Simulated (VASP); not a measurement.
The system is Zr2F3.

```
Zr F
1.0
     2.78166    1.60599    2.24629
    -2.78166    1.60599    2.24629
     0.00000   -3.21199    2.24629
Zr F
2 3
Cartesian
  0.0000 0.0000 1.7521
  0.0000 0.0000 4.9868
  -0.6954 -2.0075 2.2463
  2.0862 0.4015 2.2463
  -1.3908 1.6060 2.2463
```

The cell was generated, and may not be a known phase.

| Quantity | Value |
| --- | --- |
| Program | VASP 6.6.1 |
| Task | relaxation of cell and atoms |
| Functional | PBE |
| Potentials or basis | VASP PAW PBE potentials, release 64 (Zr_sv, F) |
| Cutoff | 600 eV |
| k mesh | 6 × 6 × 6 |
| Occupations | gaussian, width 0.1 eV |
| Spin | no spin polarisation |

At the start: pressure 25.3 GPa; volume 12.04 Å³/atom.

**Question.** How do energy, volume and symmetry change on relaxing?

**Answer.** Over 7 steps the energy falls by 141.3 meV/atom and the volume is 13.96 Å³/atom (+15.9 %); space group R32 (No. 155, to 0.1 Å) before and after.

Step by step:
```tsv
step	energy change (eV)	largest force (eV/Å)	pressure (GPa)	volume (Å³)
1	0.0000	1.0467	25.28	60.21
2	-0.3741	0.1367	-10.99	78.33
3	-0.6950	0.2769	-0.39	69.98
4	-0.6949	0.2863	-0.04	69.78
5	-0.7020	0.1939	0.11	69.65
6	-0.7055	0.0528	0.35	69.47
7	-0.7066	0.0273	-0.21	69.80
```

Final structure:
```
CELL_PARAMETERS angstrom
2.93103 1.69223 2.34536
-2.93103 1.69223 2.34536
0.00000 -3.38447 2.34536
ATOMIC_POSITIONS crystal
Zr 0.26933 0.26933 0.26933
Zr 0.73067 0.73067 0.73067
F 0.00000 0.24925 0.75075
F 0.75075 0.00000 0.24925
F 0.24925 0.75075 0.00000
```

Caveat: the volume moved by over 15 % at a fixed basis, so the end points are rough; an odd number of electrons without spin polarisation forces a metal; a magnetic or distorted state may lie lower.
